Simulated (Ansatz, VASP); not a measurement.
# Lu3Bi in VASP and in Ansatz

```
Lu Bi
1.0
     4.61686    0.00000    0.00000
     0.00000    4.61686    0.00000
     0.00000    0.00000    4.50382
Lu Bi
3 1
Direct
  0.00000 0.50000 0.50000
  0.50000 0.00000 0.50000
  0.50000 0.50000 0.00000
  0.00000 0.00000 0.00000
```

Change from the starting cell: species swapped into the ZrCd3 type (P4/mmm, No. 123).

Alike in both runs: task single point; functional PBE; k mesh 4 × 4 × 4; occupations gaussian, width 0.1 eV; no spin polarisation.

|  | VASP | Ansatz |
| --- | --- | --- |
| version | VASP 6.6.1 | Ansatz 0.2.0 |
| potentials or method | VASP PAW PBE potentials, release 64 (Lu, Bi_d), cutoff 520 eV | scalar-relativistic, plane waves, PAW |
| valence electrons in the cell | 90 | 90 |

VASP gave:

```
gap on the k mesh at the Fermi level (eV)                     : none
pressure (GPa)                                                : 9.5
traceless stress, the component that is largest in VASP (GPa) : -0.09
```

Question: What did Ansatz give for the same quantities?

Answer: gap on the k mesh at the Fermi level (eV): none; pressure (GPa): 9.1; traceless stress, the component that is largest in VASP (GPa): -0.10.

A gap of «none» marks a metal or a gap that the smearing closes. The functional is the same, so the differences come from potentials, cutoffs and numerics.

Neither program's run includes spin-orbit coupling.
